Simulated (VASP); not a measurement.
A run of VASP 6.6.1:

POSCAR

```
GaAs
1.0
    0.0000000000      2.8330850955      2.8330850955
    2.8330850955      0.0000000000      2.8330850955
    2.8330850955      2.8330850955      0.0000000000
Ga As
1 1
Direct
    0.0000000000      0.0000000000      0.0000000000
    0.2500000000      0.2500000000      0.2500000000
```

File INCAR.step1:

```
SYSTEM = GaAs
PREC = Accurate
ENCUT = 520
ISMEAR = 0
SIGMA = 0.01
LREAL = .False.
LASPH = .True.
NELM = 100
NBANDS = 16
GGA = PE
ALGO = Normal
EDIFF = 1E-4
LWAVE = .True.
LCHARG = .False.
```

The input INCAR.step2:

```
SYSTEM = GaAs
PREC = Accurate
ENCUT = 520
EDIFF = 1E-6
ISMEAR = 0
SIGMA = 0.01
LREAL = .False.
LASPH = .True.
NELM = 100
ALGO = Normal
ISIF = 2
LWAVE = .False.
LCHARG = .False.
METAGGA = R2SCAN
LMIXTAU = .True.
NBANDS = 16
ISTART = 1
```

Contents of KPOINTS:

```
regular mesh
0
Gamma
  6 6 6
  0 0 0
```

Potentials or basis: VASP PAW PBE potentials, release 64 (Ga_d, As).

Command:

```bash
$ cat potpaw_PBE.64/Ga_d/POTCAR potpaw_PBE.64/As/POTCAR > POTCAR
$ cp INCAR.step1 INCAR
$ mpirun -np 1 vasp_std > vasp.out
$ cp INCAR.step2 INCAR
$ mpirun -np 1 vasp_std > vasp.out
```

Hardware: 1 thread of Intel(R) Xeon(R) Platinum 8259CL CPU @ 2.50GHz (Skylake/Cascade Lake), with other jobs on the host.

**Question.** How long does it take, and how much memory?

**Answer.** It took 46 s on 1 thread of Intel(R) Xeon(R) Platinum 8259CL CPU @ 2.50GHz (Skylake/Cascade Lake), on a shared host, peak memory 0.17 GiB. Counts: k points 16.
